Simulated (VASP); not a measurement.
# CO2 (Pa-3) in VASP: single point with PBE

Aim: the single point of CO2 with PBE.

Everything below comes from runs of VASP 6.6.1. Logs are shortened: lines on timing, memory, paths and dates and some standing lists are left out, and cuts for length are marked.

**1. The cell of the first run**

The structure is cubic, space group Pa-3 (No. 205). The conventional cell has a = 5.494 Å, b = 5.494 Å, c = 5.494 Å, α = 90.00°, β = 90.00°, γ = 90.00°. Within 1.6 Å of C (site symmetry -3) lie 2 O at 1.17 Å. Within 1.6 Å of O (site symmetry 3) lie 1 C at 1.17 Å.

**2. Single point, PBE**

The input, INCAR:

```
PREC = Accurate ; ENCUT = 520
EDIFF = 1E-7 ; ISMEAR = -1
SIGMA = 0.02 ; LREAL = False
LASPH = True ; NELM = 60
ALGO = Normal ; ISIF = 2
LWAVE = False ; LCHARG = False
GGA = PE ; NBANDS = 44
```

The input, KPOINTS:

```
regular mesh
0
Gamma
  5 5 5
```

The input, POSCAR:

```
CO2
1.0
    5.4942000000      0.0000000000      0.0000000000
    0.0000000000      5.4942000000      0.0000000000
    0.0000000000      0.0000000000      5.4942000000
C O
4 8
Direct
    0.0000000000      0.0000000000      0.0000000000
    0.5000000000      0.0000000000      0.5000000000
    0.5000000000      0.5000000000      0.0000000000
    0.0000000000      0.5000000000      0.5000000000
    0.1227033904      0.1227033904      0.1227033904
    0.3772966096      0.8772966096      0.6227033904
    0.6227033904      0.3772966096      0.8772966096
    0.8772966096      0.6227033904      0.3772966096
    0.8772966096      0.8772966096      0.8772966096
    0.6227033904      0.1227033904      0.3772966096
    0.3772966096      0.6227033904      0.1227033904
    0.1227033904      0.3772966096      0.6227033904
```

Potentials or basis: VASP PAW PBE potentials, release 64 (C, O).

Command:

```sh
cat potpaw_PBE.64/C/POTCAR potpaw_PBE.64/O/POTCAR > POTCAR
mpirun -np 1 vasp_std > vasp.out
```

OUTCAR:

```text
PREC = Accurate
   ENCUT = 520
   EDIFF = 1E-7
   ISMEAR = -1
   LREAL = False
   LASPH = True
   NELM = 60
   ISIF = 2
   GGA = PE

 ion  position               nearest neighbor table
   1  0.000  0.000  0.000-   5 1.17   9 1.17
   2  0.500  0.000  0.500-   6 1.17  10 1.17
   3  0.500  0.500  0.000-   7 1.17  11 1.17
   4  0.000  0.500  0.500-   8 1.17  12 1.17
   5  0.123  0.123  0.123-   1 1.17
   6  0.377  0.877  0.623-   2 1.17
   7  0.623  0.377  0.877-   3 1.17
   8  0.877  0.623  0.377-   4 1.17
   9  0.877  0.877  0.877-   1 1.17
  10  0.623  0.123  0.377-   2 1.17
  11  0.377  0.623  0.123-   3 1.17
  12  0.123  0.377  0.623-   4 1.17

  LATTYP: Found a simple cubic cell.
 ALAT       =     5.4942000000

  Lattice vectors:

 A1 = (   5.4942000000,   0.0000000000,   0.0000000000)
 A2 = (   0.0000000000,   5.4942000000,   0.0000000000)
 A3 = (   0.0000000000,   0.0000000000,   5.4942000000)

Analysis of symmetry for initial positions (statically):
=====================================================================
 Subroutine PRICEL returns:
 Original cell was already a primitive cell.

 Routine SETGRP: Setting up the symmetry group for a
 simple cubic supercell.

 Subroutine GETGRP returns: Found 24 space group operations
 (whereof  6 operations were pure point group operations)
 out of a pool of 48 trial point group operations.

The static configuration has the point symmetry S_6 .
 The point group associated with its full space group is T_h .

Analysis of symmetry for dynamics (positions and initial velocities):
=====================================================================
 Subroutine PRICEL returns:
 Original cell was already a primitive cell.

 Routine SETGRP: Setting up the symmetry group for a
 simple cubic supercell.

 Subroutine GETGRP returns: Found 24 space group operations
 (whereof  6 operations were pure point group operations)
 out of a pool of 48 trial point group operations.

The dynamic configuration has the point symmetry S_6 .
 The point group associated with its full space group is T_h .

 Subroutine INISYM returns: Found 24 space group operations
 (whereof  6 operations are pure point group operations),
 and found     1 'primitive' translations

----------------------------------------------------------------------------------------

                                     Primitive cell
[... 107 lines left out ...]
   PSTRESS=    0.0 pullay stress
   NELECT =      64.0000    total number of electrons
   NUPDOWN=      -1.0000    fix difference up-down
   EMIN   =  10.00;   EMAX   =-10.00  energy-range for DOS
   EFERMI =   0.00;   METHOD = LEGACY
   ISMEAR =    -1;   SIGMA  =   0.02  broadening in eV -4-tet -1-fermi 0-gaus
   EFERMI_NEDOS =   21; number of points for ismear=-14 and -15
   IALGO  =     38    algorithm
   IMIX   =      4    mixing-type and parameters
     AMIX     =   0.40;   BMIX     =  1.00
     AMIX_MAG =   1.60;   BMIX_MAG =  1.00
  volume/ion in A,a.u.               =      13.82        93.27
  Fermi-wavevector in a.u.,A,eV,Ry     =   1.191874  2.252315 19.327943  1.420564
  Thomas-Fermi vector in A             =   2.327925
   LORBIT       =      0    0 simple, 1 ext, 2 COOP (PROOUT), +10 PAW based schemes
   GGA     = PE    functional components
   LHFCALC =     F    Hartree Fock is set to
   AEXX    =    0.0000 exact exchange contribution
   IVDW    =     0    specifies the selected vdW correction
   LEPSILON=     F    determine dielectric tensor
   LRPA    =     F    only Hartree local field effects (RPA)
 non-spin polarized calculation
  energy-cutoff  :      520.00
  volume of cell :      165.85
 maximum number of plane-waves:      4477
 NGX is ok and might be reduce to    42
   NGX = 21   NGY = 21   NGZ = 21

 number of electron      63.9999992 magnetization

 Free energy of the ion-electron system (eV)
  ---------------------------------------------------
  ext. energy  EPLUGINS =         0.00000000
  ---------------------------------------------------
  free energy    TOTEN  =       -91.99863105 eV

  energy without entropy =      -91.99863105  energy(sigma->0) =      -91.99863105

 E-fermi :  -2.7285     XC(G=0):  -8.1645

 val. band max:       -3.2512856960   @ k =   0.0000   0.0000   0.0000
 cond. band min:       3.5906047954   @ k =   0.0000   0.0000   0.0000
 fundamental gap:      6.8418904914
 Fermi energy:        -2.7285136908

 k-point     1 :       0.0000    0.0000    0.0000
  band No.  band energies     occupation
      1     -23.9448      2.00000
      2     -23.6817      2.00000
      3     -23.6817      2.00000
      4     -23.6817      2.00000
      5     -22.7693      2.00000
      6     -22.7693      2.00000
[... 506 lines left out ...]
     43       6.7253      0.00000
     44       6.7253      0.00000

------------------------ aborting loop because EDIFF is reached ----------------------------------------

  FORCE on cell =-STRESS in cart. coord.  units (eV):
  Direction    XX          YY          ZZ          XY          YZ          ZX
  --------------------------------------------------------------------------------------
  -------------------------------------------------------------------------------------
  Total        3.9821752      3.9821752      3.9821752      0.0000000      0.0000000      0.0000000
  in kB       38.4695898     38.4695898     38.4695898      0.0000000      0.0000000      0.0000000
  external PRESSURE =      38.4695898 kB  Pullay stress =       0.0000000 kB

 VOLUME and BASIS-vectors are now :
 -----------------------------------------------------------------------------
  energy-cutoff  :      520.00
  volume of cell :      165.85
      direct lattice vectors                 reciprocal lattice vectors
     5.494200000  0.000000000  0.000000000     0.182010120  0.000000000  0.000000000
     0.000000000  5.494200000  0.000000000     0.000000000  0.182010120  0.000000000
     0.000000000  0.000000000  5.494200000     0.000000000  0.000000000  0.182010120

 POSITION                                       TOTAL-FORCE (eV/Angst)
 -----------------------------------------------------------------------------------
      0.00000      0.00000      0.00000         0.000000      0.000000      0.000000
      2.74710      0.00000      2.74710         0.000000      0.000000      0.000000
      2.74710      2.74710      0.00000         0.000000      0.000000      0.000000
      0.00000      2.74710      2.74710         0.000000      0.000000      0.000000
      0.67416      0.67416      0.67416         0.371944      0.371944      0.371944
      2.07294      4.82004      3.42126        -0.371944     -0.371944      0.371944
      3.42126      2.07294      4.82004         0.371944     -0.371944     -0.371944
      4.82004      3.42126      2.07294        -0.371944      0.371944     -0.371944
      4.82004      4.82004      4.82004        -0.371944     -0.371944     -0.371944
      3.42126      0.67416      2.07294         0.371944      0.371944     -0.371944
      2.07294      3.42126      0.67416        -0.371944      0.371944      0.371944
      0.67416      2.07294      3.42126         0.371944     -0.371944      0.371944
 -----------------------------------------------------------------------------------
    total drift:                                0.000000     -0.000000      0.000000

  FREE ENERGIE OF THE ION-ELECTRON SYSTEM (eV)
  ---------------------------------------------------
  free  energy   TOTEN  =       -91.9986310455 eV

  energy  without entropy=      -91.9986310455  energy(sigma->0) =      -91.99863105
```

Wall time 87 s (1 thread of Oxide Virtual Turin-like, shared host); peak memory 0.23 GiB.

What came out:

```yaml
Free_energy: -91.9986 eV
Pressure: 3.8 GPa
Largest_force: 0.644 eV/Å
Band_gap_on_the_k_mesh: 6.84 eV
```

Forces in eV/Å, atoms in the order of the input:
```
C    0.000  0.000  0.000
C    0.000  0.000  0.000
C    0.000  0.000  0.000
C    0.000  0.000  0.000
O    0.372  0.372  0.372
O   -0.372 -0.372  0.372
O    0.372 -0.372 -0.372
O   -0.372  0.372 -0.372
O   -0.372 -0.372 -0.372
O    0.372  0.372 -0.372
O   -0.372  0.372  0.372
O    0.372 -0.372  0.372
```

Caveat: the cell stands under pressure; this functional lacks dispersion, which holds the molecules together, so the pressure and a relaxed volume are unreliable; an odd mesh through Γ misses points on the zone boundary, where band edges can lie.
